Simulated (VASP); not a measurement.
Here is a VASP 6.6.1 calculation.

File INCAR:

```
ALGO = Normal ; EDIFF = 1E-6
ENCUT = 520 ; GGA = PE
ISIF = 2 ; ISMEAR = 0
LASPH = True ; LCHARG = False
LREAL = False ; LWAVE = False
NBANDS = 31 ; NELM = 80
PREC = Accurate ; SIGMA = 0.02
```

The input KPOINTS:

```
k-points
0
Gamma
  10 10 10
```

The input POSCAR:

```
MgCd2S3
1.0
   -2.0709950128      2.0709950128      8.7433197068
    2.0709950128     -2.0709950128      8.7433197068
    2.0709950128      2.0709950128     -8.7433197068
Mg Cd S
1 2 3
Direct
    0.0000000000      0.0000000000      0.0000000000
    0.3361286728      0.3361286728      0.0000000000
    0.6638713272      0.6638713272      0.0000000000
    0.2500000000      0.7500000000      0.5000000000
    0.5774576714      0.0774576714      0.5000000000
    0.9225423286      0.4225423286      0.5000000000
```

Potentials or basis: VASP PAW PBE potentials, release 64 (Mg, Cd, S).

Run with:

```bash
$ cat potpaw_PBE.64/Mg/POTCAR potpaw_PBE.64/Cd/POTCAR potpaw_PBE.64/S/POTCAR > POTCAR
$ mpirun -np 1 vasp_std > vasp.out
```

Q: Estimate the largest force.

A: 0.040 eV/Å.

Q: Predict the pressure.

A: 0.2 GPa.

Q: Predict the band gap on the k mesh.

A: 1.66 eV.

Forces in eV/Å, atoms in the order of the input:
```
Mg   0.000  0.000  0.000
Cd   0.000  0.000  0.002
Cd   0.000  0.000 -0.002
S    0.000  0.000  0.000
S    0.000  0.000 -0.040
S    0.000  0.000  0.040
```

A k mesh can miss the band edges.
